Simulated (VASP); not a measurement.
AlFe:

```
Al Fe
1.0
     2.87433    0.00000    0.00000
     0.00000    2.87433    0.00000
     0.00000    0.00000    2.87433
Al Fe
1 1
Direct
  0.00000 0.00000 0.00000
  0.50000 0.50000 0.50000
```

| Quantity | Value |
| --- | --- |
| Program | VASP 6.6.1 |
| Task | relaxation of cell and atoms |
| Functional | PBEsol |
| Potentials or basis | VASP PAW PBE potentials, release 64 (Al, Fe) |
| Cutoff | 600 eV |
| k mesh | 14 × 14 × 14 |
| Occupations | gaussian, width 0.1 eV |
| Spin | collinear spin, ferromagnetic start |
| Starting moments | [0.0, 0.77] μB |

At the start: pressure -5.3 GPa; volume 11.87 Å³/atom.

Where does the relaxation end?

Over 3 steps the energy falls by 6.0 meV/atom and the volume is 11.52 Å³/atom (-2.9 %); space group Pm-3m (No. 221, to 0.1 Å) before and after; moment 0.66 μB per cell.

The path:
| step | energy change (eV) | largest force (eV/Å) | pressure (GPa) | volume (Å³) |
| --- | --- | --- | --- | --- |
| 1 | 0.0000 | 0.0000 | -5.32 | 23.75 |
| 2 | -0.0012 | 0.0000 | 5.66 | 22.42 |
| 3 | -0.0120 | 0.0000 | -0.03 | 23.05 |

Final structure:
```
Al Fe
1.0
     2.84585    0.00000    0.00000
     0.00000    2.84585    0.00000
     0.00000    0.00000    2.84585
Al Fe
1 1
Direct
  0.00000 0.00000 0.00000
  0.50000 0.50000 0.50000
```

Caveat: the PAW data sets were made with another functional, which shifts forces and pressure a little.
